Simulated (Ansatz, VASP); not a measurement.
## One calculation of GaO, two programs

```
Ga O
1.0
     3.25658    0.00000    0.00000
     0.00000    3.25658    0.00000
     0.00000    0.00000    3.25658
Ga O
1 1
Direct
  0.50000 0.50000 0.50000
  0.00000 0.00000 0.00000
```

Change from the starting cell: species swapped into the TbMg type (Pm-3m, No. 221).

Alike in both runs: task relaxation of cell and atoms; functional PBE; k mesh 6 × 6 × 6; occupations gaussian, width 0.1 eV; no spin polarisation.

```csv
,VASP,Ansatz
version,VASP 6.6.1,Ansatz 0.2.0
potentials or method,"VASP PAW PBE potentials, release 64 (Ga_d, O), cutoff 600 eV","scalar-relativistic, plane waves, PAW"
valence electrons in the cell,19,19
```

|  | VASP | Ansatz | Ansatz less VASP |
| --- | --- | --- | --- |
| gap on the k mesh at the Fermi level, each at its own relaxed structure (eV) | none | none | - |
| relaxed volume (Å³/atom) | 11.44 | 11.38 | -0.067 |
| relaxed cell length with the largest relative difference (Å) | 2.839 | 2.834 | -0.0055 |

A gap of «none» marks a metal or a gap that the smearing closes.

Noted on VASP's run: the volume moved by over 15 % at a fixed basis, so the end points are rough.
